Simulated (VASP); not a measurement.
Cu: single point with BLYP

Cu:

```
Cu
1.0
     0.00000    1.77372    1.77372
     1.77372    0.00000    1.77372
     1.77372    1.77372    0.00000
Cu
1
Direct
  0.00000 0.00000 0.00000
```

This cell differs from its parent crystal: volume scaled by 0.88.

- Program: VASP 6.6.1
- Task: single point
- Functional: BLYP
- Potentials or basis: VASP PAW PBE potentials, release 64 (Cu)
- Cutoff: 520 eV
- k mesh: 24 × 24 × 24
- Occupations: fermi-dirac, width 0.1 eV
- Spin: no spin polarisation

```yaml
Pressure: 21.3 GPa
```

Levels at points of the mesh, in eV from the Fermi level:
| k point | band 2 | band 3 | band 4 | band 5 | band 6 | band 7 | band 8 | band 9 | band 10 | band 11 |
| --- | --- | --- | --- | --- | --- | --- | --- | --- | --- | --- |
| (0.00, 0.00, 0.00) | -3.35 | -3.35 | -3.35 | -2.46 | -2.46 | 23.34 | 26.07 | 26.07 | 26.07 | 28.75 |
| (0.50, 0.00, 0.00) | -3.39 | -3.39 | -1.83 | -1.83 | -1.03 | 3.96 | 21.87 | 22.75 | 22.75 | 26.04 |
| (0.50, 0.50, 0.00) | -4.85 | -1.85 | -1.67 | -1.67 | 1.52 | 7.50 | 13.47 | 13.47 | 18.38 | 21.22 |

It took 29 s on 1 thread of Intel(R) Xeon(R) 6975P-C (Granite Rapids) (shared host), peak memory 0.16 GiB.

Caveat: the PAW data sets were made with another functional, which shifts forces and pressure a little.
